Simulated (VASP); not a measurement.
# Zr7Ge (R-3m) in VASP: notebook

Runs on Zr7Ge. Level: PBE. Tasks: single point.

Program: VASP 6.6.1. These are calculated values, not measurements. Logs are shortened: lines on timing, memory, paths and dates and some standing lists are left out, and cuts for length are marked.

## (1) The cell of the first run

The structure is trigonal, space group R-3m (No. 166). The conventional cell has a = 8.752 Å, b = 8.752 Å, c = 8.472 Å, α = 90.00°, β = 90.00°, γ = 120.00°. Within 4.3 Å of Zr (site symmetry -3m) lie 18 Zr at 3.03 to 4.02 Å and 2 Ge at 4.24 Å. Zr (site symmetry 2) has 6 Zr at 2.70 to 3.03 Å and 2 Ge at 3.19 Å within 3.6 Å. Within 4.3 Å of Ge (site symmetry -3m) lie 14 Zr at 3.19 to 4.24 Å.

The cell was built from a structure type or drawn by symmetry, and may not be a known phase.

## (2) Single point, PBE

The input, INCAR:

```
PREC     = Accurate       # precision mode
ENCUT    = 500            # plane-wave cutoff, eV
EDIFF    = 1E-6           # SCF threshold, eV
ISMEAR   = 0              # smearing method
SIGMA    = 0.2            # smearing width, eV
LREAL    = False          # projectors in reciprocal space
LASPH    = True           # aspherical terms in the spheres
NELM     = 120            # most SCF steps
ALGO     = Normal         # electronic algorithm
ISIF     = 2              # what is computed and relaxed
LWAVE    = False          # write WAVECAR
LCHARG   = True           # write CHGCAR
GGA      = PE             # functional
LELF     = True           # ELF
LVHAR    = True         
NBANDS   = 59             # bands
GGA_COMPAT= False
```

The input, KPOINTS:

```
Automatic mesh
0
Gamma
  3 3 3
```

The input, POSCAR:

```
Zr7Ge
1.0
    4.3758417328      2.5263934024      2.8239195407
   -4.3758417328      2.5263934024      2.8239195407
    0.0000000000     -5.0527868047      2.8239195407
Zr Ge
7 1
Direct
    0.0000000000      0.0000000000      0.0000000000
    0.3459905506      0.6540094494      0.0000000000
    0.0000000000      0.3459905506      0.6540094494
    0.6540094494      0.0000000000      0.3459905506
    0.6540094494      0.3459905506      0.0000000000
    0.0000000000      0.6540094494      0.3459905506
    0.3459905506      0.0000000000      0.6540094494
    0.5000000000      0.5000000000      0.5000000000
```

Potentials or basis: VASP PAW PBE potentials, release 64 (Zr_sv, Ge_d).

Run with:

```sh
> cat potpaw_PBE.64/Zr_sv/POTCAR potpaw_PBE.64/Ge_d/POTCAR > POTCAR
> mpirun -np 1 vasp_std > vasp.out
```

OUTCAR:

```text
PREC = Accurate
   ENCUT = 500
   EDIFF = 1E-6
   ISMEAR = 0
   LREAL = False
   LASPH = True
   NELM = 120
   ISIF = 2
   GGA = PE

 ion  position               nearest neighbor table
   1  0.000  0.000  0.000-   2 3.03   5 3.03   4 3.03   3 3.03   6 3.03   7 3.03
   2  0.346  0.654  0.000-   5 2.70   4 2.83   3 2.83   1 3.03   6 3.03   7 3.03   8 3.19   8 3.19

   3  0.000  0.346  0.654-   6 2.70   2 2.83   4 2.83   7 3.03   1 3.03   5 3.03   8 3.19   8 3.19

   4  0.654  0.000  0.346-   7 2.70   2 2.83   3 2.83   6 3.03   1 3.03   5 3.03   8 3.19   8 3.19

   5  0.654  0.346  0.000-   2 2.70   6 2.83   7 2.83   1 3.03   3 3.03   4 3.03   8 3.19   8 3.19

   6  0.000  0.654  0.346-   3 2.70   5 2.83   7 2.83   4 3.03   1 3.03   2 3.03   8 3.19   8 3.19

   7  0.346  0.000  0.654-   4 2.70   5 2.83   6 2.83   3 3.03   1 3.03   2 3.03   8 3.19   8 3.19

   8  0.500  0.500  0.500-   2 3.19   5 3.19   2 3.19   5 3.19   3 3.19   7 3.19   4 3.19   6 3.19
                             6 3.19   7 3.19   3 3.19   4 3.19

  LATTYP: Found a trigonal (rhomboedric) cell.
 ALAT       =     5.7883655782
 COS(alpha) =    -0.1429870318

  Lattice vectors:

 A1 = (   4.3758417328,   2.5263934024,   2.8239195407)
 A2 = (  -4.3758417328,   2.5263934024,   2.8239195407)
 A3 = (   0.0000000000,  -5.0527868047,   2.8239195407)

Analysis of symmetry for initial positions (statically):
=====================================================================
 Subroutine PRICEL returns:
 Original cell was already a primitive cell.

 Routine SETGRP: Setting up the symmetry group for a
 trigonal (rhombohedral) supercell.

 Subroutine GETGRP returns: Found 12 space group operations
 (whereof 12 operations were pure point group operations)
 out of a pool of 12 trial point group operations.

The static configuration has the point symmetry D_3d.

Analysis of symmetry for dynamics (positions and initial velocities):
=====================================================================
 Subroutine PRICEL returns:
 Original cell was already a primitive cell.

 Routine SETGRP: Setting up the symmetry group for a
 trigonal (rhombohedral) supercell.

 Subroutine GETGRP returns: Found 12 space group operations
 (whereof 12 operations were pure point group operations)
 out of a pool of 12 trial point group operations.

The dynamic configuration has the point symmetry D_3d.

 Subroutine INISYM returns: Found 12 space group operations
 (whereof 12 operations are pure point group operations),
 and found     1 'primitive' translations

----------------------------------------------------------------------------------------

                                     Primitive cell

  volume of cell :     187.3122

  direct lattice vectors                    reciprocal lattice vectors
     4.375841733  2.526393402  2.823919541     0.114263730  0.065970196  0.118039246
    -4.375841733  2.526393402  2.823919541    -0.114263730  0.065970196  0.118039246
     0.000000000 -5.052786805  2.823919541     0.000000000 -0.131940391  0.118039246

  length of vectors
     5.788365578  5.788365578  5.788365578     0.177035393  0.177035393  0.177035393

  position of ions in fractional coordinates (direct lattice)
     0.000000000  0.000000000  0.000000000
     0.345990551  0.654009449  0.000000000
     0.000000000  0.345990551  0.654009449
     0.654009449  0.000000000  0.345990551
     0.654009449  0.345990551  0.000000000
     0.000000000  0.654009449  0.345990551
     0.345990551  0.000000000  0.654009449
     0.500000000  0.500000000  0.500000000

  ion indices of the primitive-cell ions
   primitive index   ion index
                 1           1
                 2           2
                 3           3
                 4           4
                 5           5
                 6           6
                 7           7
                 8           8

----------------------------------------------------------------------------------------

 KPOINTS: Automatic mesh

Automatic generation of k-mesh.
 Grid dimensions read from file:
 generate k-points for:    3    3    3

 Generating k-lattice:

  Cartesian coordinates                     Fractional coordinates (reciprocal lattice)
     0.038087910  0.021990065  0.039346415     0.333333333  0.000000000  0.000000000
    -0.038087910  0.021990065  0.039346415     0.000000000  0.333333333  0.000000000
     0.000000000 -0.043980130  0.039346415    -0.000000000 -0.000000000  0.333333333

  Length of vectors
     0.059011798  0.059011798  0.059011798

  Shift w.r.t. Gamma in fractional coordinates (k-lattice)
     0.000000000  0.000000000  0.000000000

 Subroutine IBZKPT returns following result:
 ===========================================

 Found      6 irreducible k-points:

 Following reciprocal coordinates:
            Coordinates               Weight
  0.000000  0.000000  0.000000      1.000000
  0.333333  0.000000 -0.000000      6.000000
  0.333333  0.333333  0.000000      6.000000
 -0.333333  0.333333  0.000000      6.000000
  0.333333  0.333333  0.333333      2.000000
 -0.333333  0.333333  0.333333      6.000000
   k-points           NKPTS =      6   k-points in BZ     NKDIM =      6   number of bands    NBANDS=     59
   number of dos      NEDOS =    301   number of ions     NIONS =      8
   total plane-waves  NPLWV =  74088
   dimension x,y,z NGX =    42 NGY =   42 NGZ =   42
   dimension x,y,z NGXF=    84 NGYF=   84 NGZF=   84
   ions per type =               7   1
   NGX,Y,Z   is equivalent  to a cutoff of  12.06, 12.06, 12.06 a.u.
   NGXF,Y,Z  is equivalent  to a cutoff of  24.13, 24.13, 24.13 a.u.
 SYSTEM =  unknown system
   PREC   = accura    normal or accurate (medium, high low for compatibility)
   ISTART =      0    job   : 0-new  1-cont  2-samecut
   ICHARG =      2    charge: 1-file 2-atom 10-const
   ISPIN  =      1    spin polarized calculation?
   LNONCOLLINEAR =      F non collinear calculations
   LSORBIT =      F    spin-orbit coupling
   LASPH  =      T    aspherical Exc in radial PAW
   ENCUT  =  500.0 eV  36.75 Ry    6.06 a.u.  10.55 10.55 10.55*2*pi/ulx,y,z
   NELM   =    120;   NELMIN=  2; NELMDL= -5     # of ELM steps
   EDIFF  = 0.1E-05   stopping-criterion for ELM
   LREAL  =      F    real-space projection
   EDIFFG = 0.1E-04   stopping-criterion for IOM
   NSW    =      0    number of steps for IOM
   IBRION =     -1    ionic relax: 0-MD 1-quasi-New 2-CG
   NFREE  =      0    steps in history (QN), initial steepest desc. (CG)
   ISIF   =      2    stress and relaxation
   ISYM   =      2    0-nonsym 1-usesym 2-fastsym
   POTIM  = 0.5000    time-step for ionic-motion
   TEBEG  =    0.0;   TEEND  =   0.0 temperature during run
   PSTRESS=    0.0 pullay stress
   NELECT =      98.0000    total number of electrons
   NUPDOWN=      -1.0000    fix difference up-down
   EMIN   =  10.00;   EMAX   =-10.00  energy-range for DOS
   EFERMI =   0.00;   METHOD = LEGACY
   ISMEAR =     0;   SIGMA  =   0.20  broadening in eV -4-tet -1-fermi 0-gaus
   EFERMI_NEDOS =   21; number of points for ismear=-14 and -15
   IALGO  =     38    algorithm
   IMIX   =      4    mixing-type and parameters
     AMIX     =   0.40;   BMIX     =  1.00
     AMIX_MAG =   1.60;   BMIX_MAG =  1.00
  volume/ion in A,a.u.               =      23.41       158.01
  Fermi-wavevector in a.u.,A,eV,Ry     =   1.319152  2.492836 23.676338  1.740162
  Thomas-Fermi vector in A             =   2.449071
   LORBIT       =      0    0 simple, 1 ext, 2 COOP (PROOUT), +10 PAW based schemes
   GGA     = PE    functional components
   LHFCALC =     F    Hartree Fock is set to
   AEXX    =    0.0000 exact exchange contribution
   IVDW    =     0    specifies the selected vdW correction
   LEPSILON=     F    determine dielectric tensor
   LRPA    =     F    only Hartree local field effects (RPA)
 non-spin polarized calculation
 Gauss-broadening in eV      SIGMA  =   0.20
  energy-cutoff  :      500.00
  volume of cell :      187.31
 maximum number of plane-waves:      4787
 NGX is ok and might be reduce to    42
   NGX = 21   NGY = 21   NGZ = 21

 number of electron      97.9999973 magnetization

 Free energy of the ion-electron system (eV)
  ---------------------------------------------------
  ext. energy  EPLUGINS =         0.00000000
  ---------------------------------------------------
  free energy    TOTEN  =       -61.13928293 eV

  energy without entropy =      -60.91596850  energy(sigma->0) =      -61.02762572

 E-fermi :   8.1215     XC(G=0): -10.8637

 val. band max:        8.1169739530   @ k =  -0.3333   0.3333   0.0000
 cond. band min:       8.1933104608   @ k =  -0.3333   0.3333   0.3333
 fundamental gap:      0.0763365078
 Fermi energy:         8.1215326298

 k-point     1 :       0.0000    0.0000    0.0000
  band No.  band energies     occupation
      1     -40.8262      2.00000
      2     -40.4768      2.00000
      3     -40.2791      2.00000
      4     -40.2791      2.00000
      5     -40.2348      2.00000
      6     -40.1670      2.00000
[... 51 lines left out ...]
     58      10.7789      0.00000
     59      11.1777      0.00000

 k-point     2 :       0.3333    0.0000   -0.0000
  band No.  band energies     occupation
      1     -40.8240      2.00000
      2     -40.4441      2.00000
      3     -40.3497      2.00000
      4     -40.2875      2.00000
      5     -40.2190      2.00000
      6     -40.1744      2.00000
[... 51 lines left out ...]
     58      10.0817      0.00000
     59      10.1179      0.00000

 k-point     3 :       0.3333    0.3333    0.0000
  band No.  band energies     occupation
      1     -40.8229      2.00000
      2     -40.3930      2.00000
      3     -40.3895      2.00000
      4     -40.3245      2.00000
      5     -40.2056      2.00000
      6     -40.1788      2.00000
[... 51 lines left out ...]
     58      10.0014      0.00000
     59      10.1515      0.00000

 k-point     4 :      -0.3333    0.3333    0.0000
  band No.  band energies     occupation
      1     -40.8226      2.00000
      2     -40.4402      2.00000
      3     -40.3301      2.00000
      4     -40.3140      2.00000
      5     -40.2397      2.00000
      6     -40.1522      2.00000
[... 51 lines left out ...]
     58      10.1089      0.00000
     59      10.3472      0.00000

 k-point     5 :       0.3333    0.3333    0.3333
  band No.  band energies     occupation
      1     -40.8227      2.00000
      2     -40.3817      2.00000
      3     -40.3817      2.00000
      4     -40.3387      2.00000
      5     -40.2030      2.00000
      6     -40.2030      2.00000
[... 51 lines left out ...]
     58      10.0144      0.00000
     59      10.6176      0.00000

 k-point     6 :      -0.3333    0.3333    0.3333
  band No.  band energies     occupation
      1     -40.8221      2.00000
      2     -40.4104      2.00000
      3     -40.3577      2.00000
      4     -40.2945      2.00000
      5     -40.2517      2.00000
      6     -40.2191      2.00000
[... 51 lines left out ...]
     58       9.8212      0.00000
     59      10.2715      0.00000

------------------------ aborting loop because EDIFF is reached ----------------------------------------

  FORCE on cell =-STRESS in cart. coord.  units (eV):
  Direction    XX          YY          ZZ          XY          YZ          ZX
  --------------------------------------------------------------------------------------
  -------------------------------------------------------------------------------------
  Total       -0.2421437     -0.2421437     -0.1989114      0.0000000     -0.0000000      0.0000000
  in kB       -2.0711785     -2.0711785     -1.7013912      0.0000000     -0.0000000      0.0000000
  external PRESSURE =      -1.9479160 kB  Pullay stress =       0.0000000 kB

 VOLUME and BASIS-vectors are now :
 -----------------------------------------------------------------------------
  energy-cutoff  :      500.00
  volume of cell :      187.31
      direct lattice vectors                 reciprocal lattice vectors
     4.375841733  2.526393402  2.823919541     0.114263730  0.065970196  0.118039246
    -4.375841733  2.526393402  2.823919541    -0.114263730  0.065970196  0.118039246
     0.000000000 -5.052786805  2.823919541     0.000000000 -0.131940391  0.118039246

 POSITION                                       TOTAL-FORCE (eV/Angst)
 -----------------------------------------------------------------------------------
      0.00000      0.00000      0.00000         0.000000      0.000000      0.000000
     -1.34784      2.52639      2.82392        -0.016119      0.000000      0.000000
     -1.51400     -2.43046      2.82392         0.008060     -0.013960      0.000000
      2.86184     -0.09593      2.82392         0.008060      0.013960      0.000000
      1.34784      2.52639      2.82392         0.016119      0.000000     -0.000000
     -2.86184     -0.09593      2.82392        -0.008060      0.013960      0.000000
      1.51400     -2.43046      2.82392        -0.008060     -0.013960      0.000000
      0.00000      0.00000      4.23588         0.000000      0.000000      0.000000
 -----------------------------------------------------------------------------------
    total drift:                                0.000000      0.000000     -0.000000

  FREE ENERGIE OF THE ION-ELECTRON SYSTEM (eV)
  ---------------------------------------------------
  free  energy   TOTEN  =       -61.1392829296 eV

  energy  without entropy=      -60.9159685037  energy(sigma->0) =      -61.02762572
```

Wall time 64 s (1 thread of Intel Xeon Platinum 8559C (Emerald Rapids), shared host); peak memory 0.27 GiB.

What came out:

```
Free energy            : -61.1393 eV
Pressure               : -0.2 GPa
Largest force          : 0.016 eV/Å
Band gap on the k mesh : zero (bands 49 and 50 overlap by 0.59 eV)
```

Forces on the atoms (eV/Å):
```
Zr   0.000  0.000  0.000
Zr  -0.016  0.000  0.000
Zr   0.008 -0.014  0.000
Zr   0.008  0.014  0.000
Zr   0.016  0.000  0.000
Zr  -0.008  0.014  0.000
Zr  -0.008 -0.014  0.000
Ge   0.000  0.000  0.000
```

Caveat: the k points lie up to 0.37 Å⁻¹ apart, too coarse for converged energies and pressures of a metal.

[end of part 1 of 2]
